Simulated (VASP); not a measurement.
Set up this calculation in VASP 6.6.1, as the native input.

* Task: single point
* Functional: PBE
* Potentials or basis: VASP PAW PBE potentials, release 64 (Ce, O)
* Cutoff: 520 eV
* k mesh: 12 × 12 × 12
* Occupations: gaussian, width 0.05 eV
* Spin: no spin polarisation
* Dipole correction: no
* Further INCAR settings: ALGO = Normal; EDIFF = 1e-07; NBANDS = 19

The structure of CeO2 lies in POSCAR:

```
CeO2
1.0
    0.0000000000      2.8203221198      2.8203221198
    2.8203221198      0.0000000000      2.8203221198
    2.8203221198      2.8203221198      0.0000000000
Ce O
1 2
Direct
    0.0000000000      0.0000000000      0.0000000000
    0.2500000000      0.2500000000      0.2500000000
    0.7500000000      0.7500000000      0.7500000000
```

One way to write it, as run:

INCAR

```
SYSTEM = CeO2
PREC = Accurate
ENCUT = 520
EDIFF = 1E-7
ISMEAR = 0
SIGMA = 0.05
LREAL = .FALSE.
LASPH = .TRUE.
NELM = 60
ALGO = Normal
ISIF = 2
LWAVE = .FALSE.
LCHARG = .FALSE.
GGA = PE
NBANDS = 19
```

KPOINTS

```
Automatic mesh
0
G
  12 12 12
  0 0 0
```

Potentials or basis: VASP PAW PBE potentials, release 64 (Ce, O).

Launch:

```sh
$ cat potpaw_PBE.64/Ce/POTCAR potpaw_PBE.64/O/POTCAR > POTCAR
$ mpirun -np 1 vasp_std > vasp.out
```

Results of the run:

```yaml
Pressure: -13.4 GPa
Band_gap_on_the_k_mesh: 1.60 eV (least direct gap 1.68 eV)
```

Caveat: the cell stands under tension; spin-orbit coupling is left out, which moves the levels of the heavy elements.

Run time: 3.4 min on 1 thread of Intel Xeon 8259CL (shared host), peak memory 0.23 GiB.
